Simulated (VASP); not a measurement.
# PbS (P6_3/mmc) in VASP: settings compared

Aim: see how the results for PbS move with the level of theory and the settings. Levels: LDA, PBE. Tasks: single point.

Program: VASP 6.6.1. These are calculated values, not measurements. Logs are shortened: lines on timing, memory, paths and dates and some standing lists are left out, and cuts for length are marked.

**1. The cell of the first run**

The structure is hexagonal, space group P6_3/mmc (No. 194). The conventional cell has a = 4.123 Å, b = 4.123 Å, c = 7.334 Å, α = 90.00°, β = 90.00°, γ = 120.00°. Pb (site symmetry -3m) has 6 S at 3.00 Å and 2 Pb at 3.67 Å within 4.0 Å. S (site symmetry -6m2) has 6 Pb at 3.00 Å within 4.0 Å.

**2. Single point, LDA**

INCAR reads:

```
SYSTEM = PbS
PREC = Accurate
ENCUT = 500
EDIFF = 1E-6
ISMEAR = -1
SIGMA = 0.02
LREAL = .False.
LASPH = .True.
NELM = 120
ALGO = Normal
ISIF = 2
LWAVE = .False.
LCHARG = .False.
NBANDS = 28
GGA_COMPAT = .False.
```

KPOINTS reads:

```
regular mesh
0
Gamma
  12 12 4
  0 0 0
```

POSCAR reads:

```
PbS
1.0
    4.1234513013      0.0000000000      0.0000000000
   -2.0617256507      3.5710135782      0.0000000000
    0.0000000000      0.0000000000      7.3337316572
Pb S
2 2
Direct
    0.0000000000      0.0000000000      0.0000000000
    0.0000000000      0.0000000000      0.5000000000
    0.3333333333      0.6666666667      0.2500000000
    0.6666666667      0.3333333333      0.7500000000
```

Potentials or basis: VASP PAW LDA potentials, release 64 (Pb_d, S).

Run with:

```bash
$ cat potpaw_LDA.64/Pb_d/POTCAR potpaw_LDA.64/S/POTCAR > POTCAR
$ mpirun -np 1 vasp_std > vasp.out
```

OUTCAR:

```text
SYSTEM = PbS
   PREC = Accurate
   ENCUT = 500
   EDIFF = 1E-6
   ISMEAR = -1
   LREAL = .False.
   LASPH = .True.
   NELM = 120
   ISIF = 2

 ion  position               nearest neighbor table
   1  0.000  0.000  0.000-   3 3.00   4 3.00   4 3.00   3 3.00   4 3.00   3 3.00   2 3.67   2 3.67

   2  0.000  0.000  0.500-   3 3.00   4 3.00   4 3.00   3 3.00   4 3.00   3 3.00   1 3.67   1 3.67

   3  0.333  0.667  0.250-   1 3.00   2 3.00   1 3.00   2 3.00   1 3.00   2 3.00
   4  0.667  0.333  0.750-   1 3.00   2 3.00   1 3.00   2 3.00   1 3.00   2 3.00

  LATTYP: Found a hexagonal cell.
 ALAT       =     4.1234513013
 C/A-ratio  =     1.7785420807

  Lattice vectors:

 A1 = (   4.1234513013,   0.0000000000,   0.0000000000)
 A2 = (  -2.0617256507,   3.5710135782,   0.0000000000)
 A3 = (   0.0000000000,   0.0000000000,   7.3337316572)

Analysis of symmetry for initial positions (statically):
=====================================================================
 Subroutine PRICEL returns:
 Original cell was already a primitive cell.

 Routine SETGRP: Setting up the symmetry group for a
 hexagonal supercell.

 Subroutine GETGRP returns: Found 24 space group operations
 (whereof 12 operations were pure point group operations)
 out of a pool of 24 trial point group operations.

The static configuration has the point symmetry D_3d.
 The point group associated with its full space group is D_6h.

Analysis of symmetry for dynamics (positions and initial velocities):
=====================================================================
 Subroutine PRICEL returns:
 Original cell was already a primitive cell.

 Routine SETGRP: Setting up the symmetry group for a
 hexagonal supercell.

 Subroutine GETGRP returns: Found 24 space group operations
 (whereof 12 operations were pure point group operations)
 out of a pool of 24 trial point group operations.

The dynamic configuration has the point symmetry D_3d.
 The point group associated with its full space group is D_6h.

 Subroutine INISYM returns: Found 24 space group operations
 (whereof 12 operations are pure point group operations),
 and found     1 'primitive' translations

----------------------------------------------------------------------------------------

                                     Primitive cell

  volume of cell :     107.9885
[... 83 lines left out ...]
 SYSTEM =  PbS
   PREC   = accura    normal or accurate (medium, high low for compatibility)
   ISTART =      0    job   : 0-new  1-cont  2-samecut
   ICHARG =      2    charge: 1-file 2-atom 10-const
   ISPIN  =      1    spin polarized calculation?
   LNONCOLLINEAR =      F non collinear calculations
   LSORBIT =      F    spin-orbit coupling
   LASPH  =      T    aspherical Exc in radial PAW
   ENCUT  =  500.0 eV  36.75 Ry    6.06 a.u.   7.52  7.52 13.37*2*pi/ulx,y,z
   NELM   =    120;   NELMIN=  2; NELMDL= -5     # of ELM steps
   EDIFF  = 0.1E-05   stopping-criterion for ELM
   LREAL  =      F    real-space projection
   EDIFFG = 0.1E-04   stopping-criterion for IOM
   NSW    =      0    number of steps for IOM
   IBRION =     -1    ionic relax: 0-MD 1-quasi-New 2-CG
   NFREE  =      0    steps in history (QN), initial steepest desc. (CG)
   ISIF   =      2    stress and relaxation
   ISYM   =      2    0-nonsym 1-usesym 2-fastsym
   POTIM  = 0.5000    time-step for ionic-motion
   TEBEG  =    0.0;   TEEND  =   0.0 temperature during run
   PSTRESS=    0.0 pullay stress
   NELECT =      40.0000    total number of electrons
   NUPDOWN=      -1.0000    fix difference up-down
   EMIN   =  10.00;   EMAX   =-10.00  energy-range for DOS
   EFERMI =   0.00;   METHOD = LEGACY
   ISMEAR =    -1;   SIGMA  =   0.02  broadening in eV -4-tet -1-fermi 0-gaus
   EFERMI_NEDOS =   21; number of points for ismear=-14 and -15
   IALGO  =     38    algorithm
   IMIX   =      4    mixing-type and parameters
     AMIX     =   0.40;   BMIX     =  1.00
     AMIX_MAG =   1.60;   BMIX_MAG =  1.00
  volume/ion in A,a.u.               =      27.00       182.19
  Fermi-wavevector in a.u.,A,eV,Ry     =   1.175716  2.221781 18.807438  1.382308
  Thomas-Fermi vector in A             =   2.312092
   LORBIT       =      0    0 simple, 1 ext, 2 COOP (PROOUT), +10 PAW based schemes
   GGA     = CA    functional components
   LHFCALC =     F    Hartree Fock is set to
   AEXX    =    0.0000 exact exchange contribution
   IVDW    =     0    specifies the selected vdW correction
   LEPSILON=     F    determine dielectric tensor
   LRPA    =     F    only Hartree local field effects (RPA)
 non-spin polarized calculation
  energy-cutoff  :      500.00
  volume of cell :      107.99
 maximum number of plane-waves:      2768
   NGX = 15   NGY = 15   NGZ = 27

 number of electron      39.9999998 magnetization

 Free energy of the ion-electron system (eV)
  ---------------------------------------------------
  ext. energy  EPLUGINS =         0.00000000
  ---------------------------------------------------
  free energy    TOTEN  =       -19.65135847 eV

  energy without entropy =      -19.65119222  energy(sigma->0) =      -19.65127535

 E-fermi :   5.4002     XC(G=0):  -9.8610

 val. band max:        5.3942271888   @ k =   0.0000   0.0000   0.0000
 cond. band min:       5.4326363654   @ k =   0.5000   0.0000   0.0000
 fundamental gap:      0.0384091766
 Fermi energy:         5.4002333636

 k-point     1 :       0.0000    0.0000    0.0000
  band No.  band energies     occupation
      1     -11.7276      2.00000
      2     -11.6582      2.00000
      3     -11.6582      2.00000
      4     -11.6397      2.00000
      5     -11.6397      2.00000
      6     -11.6282      2.00000
[... 733 lines left out ...]
     27      11.0303      0.00000
     28      12.3874      0.00000

 [... further k-points ...]
[... 5 lines left out ...]
  --------------------------------------------------------------------------------------
  -------------------------------------------------------------------------------------
  Total       -2.2692648     -2.2692648     -2.5861939      0.0000000     -0.0000000      0.0000000
  in kB      -33.6680816    -33.6680816    -38.3702197      0.0000000     -0.0000000      0.0000000
  external PRESSURE =     -35.2354609 kB  Pullay stress =       0.0000000 kB

 VOLUME and BASIS-vectors are now :
 -----------------------------------------------------------------------------
  energy-cutoff  :      500.00
  volume of cell :      107.99
      direct lattice vectors                 reciprocal lattice vectors
     4.123451301  0.000000000  0.000000000     0.242515293  0.140016270  0.000000000
    -2.061725651  3.571013578  0.000000000     0.000000000  0.280032539  0.000000000
     0.000000000  0.000000000  7.333731657     0.000000000  0.000000000  0.136356230

 POSITION                                       TOTAL-FORCE (eV/Angst)
 -----------------------------------------------------------------------------------
      0.00000      0.00000      0.00000        -0.000000     -0.000000     -0.000000
      0.00000      0.00000      3.66687         0.000000     -0.000000     -0.000000
     -0.00000      2.38068      1.83343        -0.000000     -0.000000      0.000000
      2.06173      1.19034      5.50030         0.000000      0.000000      0.000000
 -----------------------------------------------------------------------------------
    total drift:                               -0.000000      0.000000      0.000000

  FREE ENERGIE OF THE ION-ELECTRON SYSTEM (eV)
  ---------------------------------------------------
  free  energy   TOTEN  =       -19.6513584743 eV

  energy  without entropy=      -19.6511922190  energy(sigma->0) =      -19.65127535
```

OSZICAR:

```text
N       E                     dE             d eps       ncg     rms          rms(c)
DAV:   1     0.403856942579E+03    0.40386E+03   -0.18169E+04  3192   0.146E+03
DAV:   2     0.249022992055E+02   -0.37895E+03   -0.36803E+03  3264   0.395E+02
DAV:   3    -0.185414816263E+02   -0.43444E+02   -0.42385E+02  4144   0.151E+02
DAV:   4    -0.205605417441E+02   -0.20191E+01   -0.20095E+01  3776   0.342E+01
DAV:   5    -0.206472771314E+02   -0.86735E-01   -0.86720E-01  4356   0.730E+00    0.608E+00
DAV:   6    -0.196679709903E+02    0.97931E+00   -0.25426E+00  4424   0.977E+00    0.389E+00
DAV:   7    -0.196611598275E+02    0.68112E-02   -0.32992E-01  3512   0.232E+00    0.242E+00
DAV:   8    -0.196551628102E+02    0.59970E-02   -0.58649E-02  3844   0.185E+00    0.897E-01
DAV:   9    -0.196512160185E+02    0.39468E-02   -0.14123E-02  4340   0.859E-01    0.156E-01
DAV:  10    -0.196513716225E+02   -0.15560E-03   -0.94858E-04  3676   0.143E-01    0.621E-02
DAV:  11    -0.196513594111E+02    0.12211E-04   -0.84829E-05  4240   0.494E-02    0.207E-02
DAV:  12    -0.196513588056E+02    0.60547E-06   -0.10771E-05  3188   0.234E-02    0.121E-02
DAV:  13    -0.196513584743E+02    0.33136E-06   -0.24400E-06  2432   0.114E-02
   1 F= -.19651358E+02 E0= -.19651275E+02  d E =-.166255E-03
```

Run time: 2.2 min. Hardware: 1 thread of Intel Xeon Platinum 8259CL at 2.50GHz (Skylake/Cascade Lake), shared host; peak memory 0.26 GiB.

What came out:

```
Free energy            : -19.6514 eV
Pressure               : -3.5 GPa
Band gap on the k mesh : 0.04 eV, indirect (least direct gap 0.20 eV)
```

Stress tensor (GPa, compression positive):
```
-3.37  0.00  0.00
 0.00 -3.37  0.00
 0.00  0.00 -3.84
```

Caveat: spin-orbit coupling is left out, which moves the levels of the heavy elements. A k mesh can miss the band edges.

**3. Single point, PBE**

This run uses another cell than the first one, of 27.50 Å³/atom, 1.018 times its volume.

INCAR reads:

```
SYSTEM = PbS
  PREC = Accurate
  ENCUT = 500
  EDIFF = 1E-6
  ISMEAR = -1
  SIGMA = 0.02
  LREAL = .False.
  LASPH = .True.
  NELM = 120
  ALGO = Normal
  ISIF = 2
  LWAVE = .False.
  LCHARG = .False.
  GGA = PE
  NBANDS = 28
  GGA_COMPAT = .False.
```

KPOINTS is that of step 2.

POSCAR reads:

```
PbS
1.0
    4.1540076946      0.0000000000      0.0000000000
   -2.0770038473      3.5974761911      0.0000000000
    0.0000000000      0.0000000000      7.3595791269
Pb S
2 2
Direct
    0.0000000000      0.0000000000      0.0000000000
    0.0000000000      0.0000000000      0.5000000000
    0.3333333333      0.6666666667      0.2500000000
    0.6666666667      0.3333333333      0.7500000000
```

Potentials or basis: VASP PAW PBE potentials, release 64 (Pb_d, S).

Run with:

```bash
$ cat potpaw_PBE.64/Pb_d/POTCAR potpaw_PBE.64/S/POTCAR > POTCAR
$ mpirun -np 1 vasp_std > vasp.out
```

OUTCAR:

```text
SYSTEM = PbS
   PREC = Accurate
   ENCUT = 500
   EDIFF = 1E-6
   ISMEAR = -1
   LREAL = .False.
   LASPH = .True.
   NELM = 120
   ISIF = 2
   GGA = PE

 ion  position               nearest neighbor table
   1  0.000  0.000  0.000-   3 3.02   4 3.02   4 3.02   3 3.02   4 3.02   3 3.02   2 3.68   2 3.68

   2  0.000  0.000  0.500-   3 3.02   4 3.02   4 3.02   3 3.02   4 3.02   3 3.02   1 3.68   1 3.68

   3  0.333  0.667  0.250-   1 3.02   2 3.02   1 3.02   2 3.02   1 3.02   2 3.02
   4  0.667  0.333  0.750-   1 3.02   2 3.02   1 3.02   2 3.02   1 3.02   2 3.02

[... 946 lines left out ...]
  --------------------------------------------------------------------------------------
  -------------------------------------------------------------------------------------
  Total       -0.0437020     -0.0437020     -0.0444935      0.0000000      0.0000000     -0.0000000
  in kB       -0.6366399     -0.6366399     -0.6481699      0.0000000      0.0000000     -0.0000000
  external PRESSURE =      -0.6404832 kB  Pullay stress =       0.0000000 kB

 VOLUME and BASIS-vectors are now :
 -----------------------------------------------------------------------------
  energy-cutoff  :      500.00
  volume of cell :      109.98
      direct lattice vectors                 reciprocal lattice vectors
     4.154007695  0.000000000  0.000000000     0.240731379  0.138986326  0.000000000
    -2.077003847  3.597476191  0.000000000     0.000000000  0.277972653  0.000000000
     0.000000000  0.000000000  7.359579127     0.000000000  0.000000000  0.135877335

 POSITION                                       TOTAL-FORCE (eV/Angst)
 -----------------------------------------------------------------------------------
      0.00000      0.00000      0.00000        -0.000000      0.000000      0.000000
      0.00000      0.00000      3.67979        -0.000000      0.000000      0.000000
     -0.00000      2.39832      1.83989         0.000000     -0.000000      0.000000
      2.07700      1.19916      5.51968        -0.000000      0.000000     -0.000000
 -----------------------------------------------------------------------------------
    total drift:                               -0.000000      0.000000      0.000000

  FREE ENERGIE OF THE ION-ELECTRON SYSTEM (eV)
  ---------------------------------------------------
  free  energy   TOTEN  =       -17.2970418368 eV

  energy  without entropy=      -17.2969303885  energy(sigma->0) =      -17.29698611
```

It took 2.4 min on 1 thread of Intel Xeon Platinum 8259CL at 2.50GHz (Skylake/Cascade Lake), shared host; peak memory 0.29 GiB.

What came out:

- Free energy: -17.2970 eV
- Pressure: -0.1 GPa
- Band gap on the k mesh: 0.01 eV, direct

Caveat: spin-orbit coupling is left out, which moves the levels of the heavy elements. A k mesh can miss the band edges.
